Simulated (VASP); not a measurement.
Sn, 2 atoms in the cell. Symmetry: I4_1/amd, No. 141, tetragonal system. Conventional cell: a = 4.784 Å, b = 4.784 Å, c = 6.379 Å, α = 90.00°, β = 90.00°, γ = 90.00°. Within 3.8 Å of Sn (site symmetry -4m2) lie 4 Sn at 2.88 Å.  This cell differs from its parent crystal: epitaxial xy strain +3.0%.

```yaml
Program: VASP 6.6.1
Task: single point
Functional: PBE
Potentials_or_basis: VASP PAW PBE potentials, release 64 (Sn_d)
Cutoff: 520 eV
k_mesh: 6 × 6 × 6
Occupations: fermi-dirac, width 0.02 eV
Spin: no spin polarisation
Dipole_correction: no
Further_INCAR_settings: ALGO = Normal; EDIFF = 1e-06; NBANDS = 21
```

Potentials or basis: VASP PAW PBE potentials, release 64 (Sn_d).

The run is started by

```bash
$ cat potpaw_PBE.64/Sn_d/POTCAR > POTCAR
$ mpirun -np 1 vasp_std > vasp.out
```

Hardware: 1 thread of AMD EPYC 9R45 96-Core Processor (Zen 5), on a shared host.

How long does it take, and how much memory?

It took 30 s on 1 thread of AMD EPYC 9R45 96-Core Processor (Zen 5), with other jobs on the host, peak memory 0.18 GiB. Counts: scf iterations 12, k points 30.
